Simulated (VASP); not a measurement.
# Sn4HO8 (a cell with a defect) in VASP: further runs

Runs on Sn4HO8 (a cell with a defect). Level: PBE. Tasks: single point.

Program: VASP 6.6.1. These are calculated values, not measurements. Logs are shortened: lines on timing, memory, paths and dates and some standing lists are left out, and cuts for length are marked.

## 1. The cell of the first run

The cell holds a defect, 13 atoms: a = 5.813 Å, b = 5.813 Å, c = 5.813 Å, α = 108.08°, β = 108.08°, γ = 112.29°.

## 2. Single point, PBE

INCAR reads:

```
SYSTEM = Sn4HO8
PREC = Accurate
ENCUT = 520
EDIFF = 1E-7
ISMEAR = 0
SIGMA = 0.02
LREAL = .FALSE.
LASPH = .TRUE.
NELM = 100
ALGO = Normal
ISIF = 2
LWAVE = .FALSE.
LCHARG = .FALSE.
GGA = PE
NBANDS = 64
```

KPOINTS reads:

```
Automatic mesh
0
G
  3 3 3
  0 0 0
```

POSCAR reads:

```
Sn4HO8
1.0
    0.0000000000      4.8271903452     -3.2381522545
    0.0000000000     -4.8271903452     -3.2381522545
   -4.8271903452      0.0000000000      3.2381522545
Sn O H
4 8 1
Direct
    0.2589633671      0.7568938045      0.5134085923
    0.7261302377      0.2417946651      0.4654701471
   -0.0029666288     -0.0089612132     -0.0000250663
    0.5114367071      0.5053768674      0.0000250663
    0.5595431624      0.7771040880      0.8342409791
    0.0399568670      0.3058778082      0.8433307388
    0.9534983743      0.7001360843      0.1511492085
    0.4281817374      0.2194255195      0.1451941916
    0.4659896936      0.1948191148      0.6581588404
   -0.0342520354      0.6946274470      0.6581219660
    0.5246535821      0.8053725725      0.3255301506
    0.0225798644      0.3033299287      0.3254972122
    1.0209260490      0.4527816826      0.9712026385
```

Potentials or basis: VASP PAW PBE potentials, release 64 (Sn_d, O, H).

Run with:

```sh
$ cat potpaw_PBE.64/Sn_d/POTCAR potpaw_PBE.64/O/POTCAR potpaw_PBE.64/H/POTCAR > POTCAR
$ mpirun -np 1 vasp_std > vasp.out
```

OUTCAR:

```text
SYSTEM = Sn4HO8
   PREC = Accurate
   ENCUT = 520
   EDIFF = 1E-7
   ISMEAR = 0
   LREAL = .FALSE.
   LASPH = .TRUE.
   NELM = 100
   ISIF = 2
   GGA = PE

 ion  position               nearest neighbor table
   1  0.259  0.757  0.513-   5 2.06   9 2.09  10 2.09   7 2.12  12 2.14  11 2.14   2 3.25   2 3.25
                             3 3.73   4 3.73   4 3.74   3 3.74
   2  0.726  0.242  0.465-   8 2.04  12 2.08  11 2.08   9 2.13  10 2.13   6 2.19   1 3.25   1 3.25
                             4 3.63   3 3.63   3 3.72   4 3.72
   3  0.997  0.991  1.000-   8 2.06   5 2.07  10 2.09  12 2.09   7 2.11   6 2.25   4 3.15   4 3.33
                             2 3.63   2 3.72   1 3.73   1 3.74
   4  0.511  0.505  0.000-   8 2.05   5 2.07   9 2.09  11 2.09   7 2.10   6 2.25   3 3.15   3 3.33
                             2 3.63   2 3.72   1 3.73   1 3.74
   5  0.560  0.777  0.834-   1 2.06   3 2.07   4 2.07
   6  0.040  0.306  0.843-  13 1.01   2 2.19   4 2.25   3 2.25
   7  0.953  0.700  0.151-   4 2.10   3 2.11   1 2.12
   8  0.428  0.219  0.145-   2 2.04   4 2.05   3 2.06
   9  0.466  0.195  0.658-   1 2.09   4 2.09   2 2.13
  10  0.966  0.695  0.658-   1 2.09   3 2.09   2 2.13
  11  0.525  0.805  0.326-   2 2.08   4 2.09   1 2.14
  12  0.023  0.303  0.325-   2 2.08   3 2.09   1 2.14
  13  0.021  0.453  0.971-   6 1.01

  LATTYP: Found a body centered tetragonal cell.
 ALAT       =     6.8266780543
 C/A-ratio  =     0.9486758358

  Lattice vectors:

 A1 = (   0.0000000000,   4.8271903452,  -3.2381522545)
 A2 = (   0.0000000000,  -4.8271903452,  -3.2381522545)
 A3 = (  -4.8271903452,   0.0000000000,   3.2381522545)

Analysis of symmetry for initial positions (statically):
=====================================================================
 Subroutine PRICEL returns:
 Original cell was already a primitive cell.

 Routine SETGRP: Setting up the symmetry group for a
 body centered tetragonal supercell.

 Subroutine GETGRP returns: Found  1 space group operations
 (whereof  1 operations were pure point group operations)
 out of a pool of 16 trial point group operations.

The static configuration has the point symmetry C_1 .

Analysis of symmetry for dynamics (positions and initial velocities):
=====================================================================
 Subroutine PRICEL returns:
 Original cell was already a primitive cell.

 Routine SETGRP: Setting up the symmetry group for a
 body centered tetragonal supercell.

 Subroutine GETGRP returns: Found  1 space group operations
 (whereof  1 operations were pure point group operations)
 out of a pool of 16 trial point group operations.

The dynamic configuration has the point symmetry C_1 .

 Subroutine INISYM returns: Found  1 space group operations
 (whereof  1 operations are pure point group operations),
 and found     1 'primitive' translations

----------------------------------------------------------------------------------------

                                     Primitive cell

  volume of cell :     150.9093

  direct lattice vectors                    reciprocal lattice vectors
     0.000000000  4.827190345 -3.238152255    -0.103579922  0.103579922 -0.154409046
     0.000000000 -4.827190345 -3.238152255    -0.103579922 -0.103579922 -0.154409046
    -4.827190345  0.000000000  3.238152255    -0.207159844  0.000000000  0.000000000

  length of vectors
     5.812692720  5.812692720  5.812692720     0.212837389  0.212837389  0.207159844

  position of ions in fractional coordinates (direct lattice)
     0.258963367  0.756893805  0.513408592
     0.726130238  0.241794665  0.465470147
     0.997033371  0.991038787  0.999974934
     0.511436707  0.505376867  0.000025066
     0.559543162  0.777104088  0.834240979
     0.039956867  0.305877808  0.843330739
     0.953498374  0.700136084  0.151149209
     0.428181737  0.219425519  0.145194192
     0.465989694  0.194819115  0.658158840
     0.965747965  0.694627447  0.658121966
     0.524653582  0.805372572  0.325530151
     0.022579864  0.303329929  0.325497212
     0.020926049  0.452781683  0.971202639

  ion indices of the primitive-cell ions
   primitive index   ion index
                 1           1
[... 26 lines left out ...]
    -0.069053281  0.000000000  0.000000000     0.000000000  0.000000000  0.333333333

  Length of vectors
     0.070945796  0.070945796  0.069053281

  Shift w.r.t. Gamma in fractional coordinates (k-lattice)
     0.000000000  0.000000000  0.000000000

 Subroutine IBZKPT returns following result:
 ===========================================

 Found     14 irreducible k-points:

 Following reciprocal coordinates:
            Coordinates               Weight
  0.000000  0.000000  0.000000      1.000000
  0.333333  0.000000 -0.000000      2.000000
  0.333333  0.000000 -0.333333      2.000000
  0.000000  0.333333 -0.333333      2.000000
  0.000000  0.333333 -0.000000      2.000000
  0.333333  0.333333 -0.000000      2.000000
 -0.333333 -0.000000 -0.333333      2.000000
  0.333333  0.333333  0.333333      2.000000
 -0.000000 -0.333333 -0.333333      2.000000
 -0.333333  0.333333  0.000000      2.000000
  0.000000  0.000000  0.333333      2.000000
 -0.333333  0.333333  0.333333      2.000000
  0.333333 -0.333333  0.333333      2.000000
 -0.333333 -0.333333  0.333333      2.000000
   k-points           NKPTS =     14   k-points in BZ     NKDIM =     14   number of bands    NBANDS=     64
   number of dos      NEDOS =    301   number of ions     NIONS =     13
   total plane-waves  NPLWV = 110592
   dimension x,y,z NGX =    48 NGY =   48 NGZ =   48
   dimension x,y,z NGXF=    96 NGYF=   96 NGZF=   96
   ions per type =               4   8   1
   NGX,Y,Z   is equivalent  to a cutoff of  13.73, 13.73, 13.73 a.u.
   NGXF,Y,Z  is equivalent  to a cutoff of  27.46, 27.46, 27.46 a.u.
 SYSTEM =  Sn4HO8
   PREC   = accura    normal or accurate (medium, high low for compatibility)
   ISTART =      0    job   : 0-new  1-cont  2-samecut
   ICHARG =      2    charge: 1-file 2-atom 10-const
   ISPIN  =      1    spin polarized calculation?
   LNONCOLLINEAR =      F non collinear calculations
   LSORBIT =      F    spin-orbit coupling
   LASPH  =      T    aspherical Exc in radial PAW
   ENCUT  =  520.0 eV  38.22 Ry    6.18 a.u.  10.81 10.81 10.81*2*pi/ulx,y,z
   NELM   =    100;   NELMIN=  2; NELMDL= -5     # of ELM steps
   EDIFF  = 0.1E-06   stopping-criterion for ELM
   LREAL  =      F    real-space projection
   EDIFFG = 0.1E-05   stopping-criterion for IOM
   NSW    =      0    number of steps for IOM
   IBRION =     -1    ionic relax: 0-MD 1-quasi-New 2-CG
   NFREE  =      0    steps in history (QN), initial steepest desc. (CG)
   ISIF   =      2    stress and relaxation
   ISYM   =      2    0-nonsym 1-usesym 2-fastsym
   POTIM  = 0.5000    time-step for ionic-motion
   TEBEG  =    0.0;   TEEND  =   0.0 temperature during run
   PSTRESS=    0.0 pullay stress
   NELECT =     105.0000    total number of electrons
   NUPDOWN=      -1.0000    fix difference up-down
   EMIN   =  10.00;   EMAX   =-10.00  energy-range for DOS
   EFERMI =   0.00;   METHOD = LEGACY
   ISMEAR =     0;   SIGMA  =   0.02  broadening in eV -4-tet -1-fermi 0-gaus
   EFERMI_NEDOS =   21; number of points for ismear=-14 and -15
   IALGO  =     38    algorithm
   IMIX   =      4    mixing-type and parameters
     AMIX     =   0.40;   BMIX     =  1.00
     AMIX_MAG =   1.60;   BMIX_MAG =  1.00
  volume/ion in A,a.u.               =      11.61        78.34
  Fermi-wavevector in a.u.,A,eV,Ry     =   1.450661  2.741352 28.632331  2.104417
  Thomas-Fermi vector in A             =   2.568247
   LORBIT       =      0    0 simple, 1 ext, 2 COOP (PROOUT), +10 PAW based schemes
   GGA     = PE    functional components
   LHFCALC =     F    Hartree Fock is set to
   AEXX    =    0.0000 exact exchange contribution
   IVDW    =     0    specifies the selected vdW correction
   LEPSILON=     F    determine dielectric tensor
   LRPA    =     F    only Hartree local field effects (RPA)
 non-spin polarized calculation
 Gauss-broadening in eV      SIGMA  =   0.02
  energy-cutoff  :      520.00
  volume of cell :      150.91
 maximum number of plane-waves:      4079
 NGX is ok and might be reduce to    48
   NGX = 21   NGY = 21   NGZ = 21

 number of electron     105.0000009 magnetization

 Free energy of the ion-electron system (eV)
  ---------------------------------------------------
  ext. energy  EPLUGINS =         0.00000000
  ---------------------------------------------------
  free energy    TOTEN  =       -77.27249282 eV

  energy without entropy =      -77.27182704  energy(sigma->0) =      -77.27215993

 E-fermi :   9.0291     XC(G=0): -11.0909

 val. band max:        8.4445066214   @ k =   0.0000   0.3333  -0.0000
 cond. band min:       9.0385951237   @ k =   0.3333  -0.3333   0.3333
 fundamental gap:      0.5940885023
 Fermi energy:         9.0290563981

 k-point     1 :       0.0000    0.0000    0.0000
  band No.  band energies     occupation
      1     -15.1781      2.00000
      2     -15.0514      2.00000
      3     -14.7571      2.00000
      4     -14.5246      2.00000
      5     -14.4916      2.00000
      6     -14.4168      2.00000
[... 927 lines left out ...]
     63      15.6591      0.00000
     64      15.9299      0.00000

------------------------ aborting loop because EDIFF is reached ----------------------------------------

  FORCE on cell =-STRESS in cart. coord.  units (eV):
  Direction    XX          YY          ZZ          XY          YZ          ZX
  --------------------------------------------------------------------------------------
  -------------------------------------------------------------------------------------
  Total       10.9086309      6.5688486     11.1302264     -3.7335879     -0.0002438      0.0001569
  in kB      115.8149763     69.7402861    118.1676153    -39.6388326     -0.0025882      0.0016661
  external PRESSURE =     101.2409592 kB  Pullay stress =       0.0000000 kB

 VOLUME and BASIS-vectors are now :
 -----------------------------------------------------------------------------
  energy-cutoff  :      520.00
  volume of cell :      150.91
      direct lattice vectors                 reciprocal lattice vectors
     0.000000000  4.827190345 -3.238152255    -0.103579922  0.103579922 -0.154409046
     0.000000000 -4.827190345 -3.238152255    -0.103579922 -0.103579922 -0.154409046
    -4.827190345  0.000000000  3.238152255    -0.207159844  0.000000000  0.000000000

 POSITION                                       TOTAL-FORCE (eV/Angst)
 -----------------------------------------------------------------------------------
     -2.47832     -2.40360     -1.62700         0.004631      0.005689     -0.000182
     -2.24691      2.33798     -1.62702        -0.009364      0.001751      0.000614
     -4.82707      0.02894     -3.19961         0.007548     -0.006567     -0.018070
     -0.00012      0.02925     -3.29252         0.007835     -0.008502      0.017183
     -4.02704     -1.05021     -1.62687         0.005903     -0.020384      0.000247
     -4.07092     -1.28365      1.61097         0.033952      0.058008      0.000448
     -0.72963      1.22303     -4.86528        -0.000022      0.040124      0.000089
     -0.70088      1.00771     -1.62689         0.006555      0.008126     -0.000113
     -3.17706      1.30899     -0.00858        -0.002955     -0.012798     -0.008252
     -3.17688      1.30875     -3.24545        -0.002541     -0.012138      0.008366
     -1.57140     -1.35508     -3.25271         0.005705      0.014362      0.012927
     -1.57124     -1.35523     -0.00134         0.005646      0.014411     -0.013129
     -4.68818     -2.08465      1.61096        -0.062892     -0.082082     -0.000128
 -----------------------------------------------------------------------------------
    total drift:                                0.000380     -0.000033      0.000100

  FREE ENERGIE OF THE ION-ELECTRON SYSTEM (eV)
  ---------------------------------------------------
  free  energy   TOTEN  =       -77.2724928201 eV

  energy  without entropy=      -77.2718270364  energy(sigma->0) =      -77.27215993
```

It took 3.2 min on 1 thread of Intel Xeon Platinum 8259CL at 2.50GHz (Skylake/Cascade Lake), shared host; peak memory 0.37 GiB.

Results:

```
Free energy   : -77.2725 eV
Pressure      : 10.1 GPa
Largest force : 0.103 eV/Å
```

Forces in eV/Å, atoms in the order of the input:
```
Sn   0.005  0.006  0.000
Sn  -0.009  0.002  0.001
Sn   0.008 -0.007 -0.018
Sn   0.008 -0.009  0.017
O    0.006 -0.020  0.000
O    0.034  0.058  0.000
O    0.000  0.040  0.000
O    0.007  0.008  0.000
O   -0.003 -0.013 -0.008
O   -0.003 -0.012  0.008
O    0.006  0.014  0.013
O    0.006  0.014 -0.013
H   -0.063 -0.082  0.000
```

Stress tensor (GPa, compression positive):
```
11.58 -3.96  0.00
-3.96  6.97  0.00
 0.00  0.00 11.82
```

Caveat: the k points lie up to 0.45 Å⁻¹ apart; spin-orbit coupling is left out, which moves the levels of the heavy elements; an odd number of electrons without spin polarisation forces a metal; a magnetic or distorted state may lie lower.

## 3. Single point, PBE

INCAR reads:

```
SYSTEM = Sn4HO8
  PREC = Accurate
  ENCUT = 520
  EDIFF = 1E-6
  ISMEAR = 0
  SIGMA = 0.02
  LREAL = .False.
  LASPH = .True.
  NELM = 80
  ALGO = Normal
  ISIF = 2
  LWAVE = .False.
  LCHARG = .False.
  GGA = PE
  NBANDS = 64
  NELECT = 104.0
```

KPOINTS reads:

```
Automatic mesh
0
Gamma
  3 3 3
  0 0 0
```

POSCAR reads:

```
Sn4HO8
1.0
    0.0000000000      4.8271903386     -3.2381522514
    0.0000000000     -4.8271903386     -3.2381522514
   -4.8271903386      0.0000000000      3.2381522514
Sn O H
4 8 1
Direct
    0.2584707962      0.7562752811      0.5125149055
    0.7248452052      0.2428905200      0.4654906565
   -0.0036205884     -0.0092712875      1.0000225103
    0.5115023180      0.5058833144      0.9999775566
    0.5601971578      0.7698862169      0.8278074241
    0.0420513232      0.2986024250      0.8384885857
    0.9510292848      0.7092389433      0.1580646186
    0.4260779337      0.2274760695      0.1512931848
    0.4733179581      0.1941261497      0.6640566821
   -0.0277952573      0.6929790971      0.6641020501
    0.5170621703      0.8070206972      0.3191579142
    0.0144581369      0.3043460224      0.3192488574
    0.0251642736      0.4448378016     -0.0321120547
```

Potentials or basis: VASP PAW PBE potentials, release 64 (Sn_d, O, H).

Run with:

```sh
$ cat potpaw_PBE.64/Sn_d/POTCAR potpaw_PBE.64/O/POTCAR potpaw_PBE.64/H/POTCAR > POTCAR
$ mpirun -np 1 vasp_std > vasp.out
```

Run time: 3.5 min. Hardware: 1 thread of AMD EPYC 7R13 (Zen 3), shared host; peak memory 0.34 GiB.

Results (log left out):

- Free energy: -85.4714 eV
- Largest force: 0.091 eV/Å

Forces in eV/Å, atoms in the order of the input:
```
Sn   0.011 -0.002 -0.001
Sn  -0.006  0.008  0.000
Sn   0.003  0.000 -0.014
Sn   0.003 -0.001  0.016
O    0.010 -0.024  0.000
O    0.031  0.052  0.000
O   -0.014  0.040  0.000
O    0.005  0.000 -0.001
O   -0.002 -0.012 -0.007
O   -0.002 -0.012  0.007
O    0.006  0.013  0.012
O    0.007  0.012 -0.011
H   -0.052 -0.075 -0.001
```

Levels at points of the mesh, in eV from the Fermi level:
| k point | band 50 | band 51 | band 52 | band 53 | band 54 | band 55 |
| --- | --- | --- | --- | --- | --- | --- |
| (0.00, 0.00, 0.00) | -0.37 | -0.33 | -0.09 | 0.93 | 4.47 | 4.59 |

Caveat: the k points lie up to 0.45 Å⁻¹ apart; the cell carries a net charge on a neutralising background, which shifts energy and pressure; the cell is charged against a uniform background, so pressure and absolute levels hang on convention; spin-orbit coupling is left out, which moves the levels of the heavy elements.

## 4. Single point, PBE

INCAR reads:

```
SYSTEM = Sn4HO8
PREC = Accurate
ENCUT = 520
EDIFF = 1E-7
ISMEAR = 0
SIGMA = 0.02
LREAL = .FALSE.
LASPH = .TRUE.
NELM = 100
ALGO = Normal
ISIF = 2
LWAVE = .FALSE.
LCHARG = .FALSE.
GGA = PE
NELECT = 106.0
NBANDS = 64
```

KPOINTS reads:

```
regular mesh
0
G
  3 3 3
  0 0 0
```

POSCAR reads:

```
Sn4HO8
1.0
    0.0000000000      4.8271903452     -3.2381522545
    0.0000000000     -4.8271903452     -3.2381522545
   -4.8271903452      0.0000000000      3.2381522545
Sn O H
4 8 1
Direct
    0.2335916929      0.7257560849      0.4781444163
    0.7335070385      0.2254465039      0.4780072955
    0.0169843806     -0.0292912088      0.0066132932
    0.4748250817      0.4843638993     -0.0219107626
    0.5516597635      0.7503816965      0.8091844366
    0.0398923516      0.2384899853      0.8090952030
    0.9006405470      0.7140363116      0.1956684031
    0.4627834441      0.2756014416      0.1951697523
    0.4722573349      0.1745447178      0.6655627081
   -0.0286381490      0.6592327832      0.6496523402
    0.5269465784      0.7913980158      0.3374581264
    0.0066493465      0.2793847432      0.3047835268
    0.2367301239      0.8390468767      0.0950205934
```

Run with:

```sh
$ cat potpaw_PBE.64/Sn_d/POTCAR potpaw_PBE.64/O/POTCAR potpaw_PBE.64/H/POTCAR > POTCAR
$ mpirun -np 1 vasp_std > vasp.out
```

Run time: 3.8 min. Hardware: 1 thread of Intel Xeon Platinum 8259CL at 2.50GHz (Skylake/Cascade Lake), shared host; peak memory 0.37 GiB.

It converged, with:

- Free energy: -66.8574 eV
- Largest force: 0.050 eV/Å

Forces on the atoms (eV/Å):
```
Sn   0.013 -0.008 -0.019
Sn   0.013 -0.008  0.018
Sn  -0.001  0.018  0.001
Sn   0.023 -0.009  0.000
O    0.007 -0.014 -0.028
O    0.007 -0.013  0.028
O   -0.015  0.011 -0.027
O   -0.015  0.009  0.027
O   -0.010 -0.013  0.000
O   -0.033 -0.038  0.000
O   -0.005  0.033 -0.001
O    0.018  0.022  0.000
H   -0.003  0.009  0.000
```

Levels at points of the mesh, in eV from the Fermi level:
```
           k point  band 51  band 52  band 53  band 54  band 55  band 56
(0.00, 0.00, 0.00)    -2.77    -2.20    -1.99     0.08     1.98     2.14
```

Caveat: the k points lie up to 0.45 Å⁻¹ apart; the cell carries a net charge on a neutralising background, which shifts energy and pressure; the cell is charged against a uniform background, so pressure and absolute levels hang on convention; spin-orbit coupling is left out, which moves the levels of the heavy elements.
